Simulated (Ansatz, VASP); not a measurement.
# InP: VASP beside Ansatz

INCAR

```
PREC     = Accurate       # precision mode
ENCUT    = 520            # plane-wave cutoff, eV
EDIFF    = 1E-7           # SCF threshold, eV
ISMEAR   = 0              # smearing method
SIGMA    = 0.05           # smearing width, eV
LREAL    = F              # projectors in reciprocal space
LASPH    = T              # aspherical terms in the spheres
NELM     = 60             # most SCF steps
ALGO     = Normal         # electronic algorithm
ISIF     = 2              # what is computed and relaxed
LWAVE    = F              # write WAVECAR
LCHARG   = T              # write CHGCAR
GGA      = PE             # functional
LELF     = T              # ELF
LVHAR    = T            
NBANDS   = 16             # bands
```

The input KPOINTS:

```
Automatic mesh
0
Gamma
  14 14 14
```

The input POSCAR:

```
InP
1.0
    0.0000000000      2.6544628286      2.6544628286
    2.6544628286      0.0000000000      2.6544628286
    2.6544628286      2.6544628286      0.0000000000
In P
1 1
Direct
    0.0000000000      0.0000000000      0.0000000000
    0.5000000000      0.5000000000      0.5000000000
```

Input for Ansatz:

```yaml
crystal:
  lattice:
    - [0.0, 2.6544628286, 2.6544628286]
    - [2.6544628286, 0.0, 2.6544628286]
    - [2.6544628286, 2.6544628286, 0.0]
  atoms:
    - { symbol: In, position: [0.0, 0.0, 0.0] }
    - { symbol: P, position: [0.5, 0.5, 0.5] }
basis:
  ecutwfc: 420
  ecutrho_ratio: 4
kpoints:
  mp_grid: { grid: [14, 14, 14] }
hamiltonian:
  xc: pbe
scf:
  occupations: { method: gaussian, width: 0.05 }
output:
  forces: true
  stress: true
  eigenvalues: true
```

Alike in both runs: task single point; functional PBE; k mesh 14 × 14 × 14; occupations gaussian, width 0.05 eV; no spin polarisation.

|  | VASP | Ansatz |
| --- | --- | --- |
| version | VASP 6.6.1 | Ansatz 0.2.0 |
| potentials or method | VASP PAW PBE potentials, release 64 (In_d, P), cutoff 520 eV | scalar-relativistic, plane waves, PAW |
| valence electrons in the cell | 18 | 18 |

Ansatz gave:

| Quantity | Value |
| --- | --- |
| gap on the k mesh at the Fermi level (eV) | none |
| pressure (GPa) | 12.8 |

What did VASP give for the same quantities?

gap on the k mesh at the Fermi level (eV): none; pressure (GPa): 12.7.

A gap of «none» marks a metal or a gap that the smearing closes. The functional is the same, so the differences come from potentials, cutoffs and numerics.
